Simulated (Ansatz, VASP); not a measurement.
# KBr in VASP and in Ansatz

File INCAR:

```
SYSTEM = KBr
PREC = Accurate ; ENCUT = 520
EDIFF = 1E-6 ; ISMEAR = 0
SIGMA = 0.01 ; LREAL = .FALSE.
LASPH = .TRUE. ; NELM = 100
ALGO = Normal ; ISIF = 2
LWAVE = .FALSE. ; LCHARG = .FALSE.
GGA = PE ; NBANDS = 24
```

The input KPOINTS:

```
regular mesh
0
G
  6 6 4
  0 0 0
```

File POSCAR:

```
KBr
1.0
    5.6157764854      0.0000000000      0.0000000000
   -2.8078882427      4.8634050984      0.0000000000
    0.0000000000      0.0000000000      6.5753540122
K Br
2 2
Direct
    0.3333333333      0.6666666667     -0.0624975190
    0.6666666667      0.3333333333      0.4375024810
    0.3333333333      0.6666666667      0.4374975190
    0.6666666667      0.3333333333      0.9374975190
```

Input for Ansatz:

```yaml
crystal:
  lattice:
    - [5.6157764854, 0.0, 0.0]
    - [-2.8078882427, 4.8634050984, 0.0]
    - [0.0, 0.0, 6.5753540122]
  atoms:
    - { symbol: K, position: [0.3333333333, 0.6666666667, -0.062497519] }
    - { symbol: K, position: [0.6666666667, 0.3333333333, 0.437502481] }
    - { symbol: Br, position: [0.3333333333, 0.6666666667, 0.437497519] }
    - { symbol: Br, position: [0.6666666667, 0.3333333333, 0.937497519] }
kpoints:
  mp_grid: { grid: [6, 6, 4] }
hamiltonian:
  xc: pbe
scf:
  occupations: { method: fixed }
  n_extra_bands: 5
output:
  forces: true
  stress: true
  eigenvalues: true
```

Alike in both runs: task single point; functional PBE; k mesh 6 × 6 × 4; no spin polarisation.

|  | VASP | Ansatz |
| --- | --- | --- |
| version | VASP 6.6.1 | Ansatz 0.2.0 |
| potentials or method | VASP PAW PBE potentials, release 64 (K_sv, Br) | plane waves, PAW |
| plane-wave cutoff (eV) | 520 | 420 |
| occupations | gaussian, width 0.01 eV | fixed |
| valence electrons in the cell | 32 | 32 |

Ansatz gave:

| Quantity | Value |
| --- | --- |
| gap on the k mesh at the Fermi level (eV) | 4.19 |
| pressure (GPa) | 0.4 |

Q: What did VASP give for the same quantities?

A: gap on the k mesh at the Fermi level (eV): 4.18; pressure (GPa): 0.4.

Ansatz's warnings: structure snapped to symmetry.
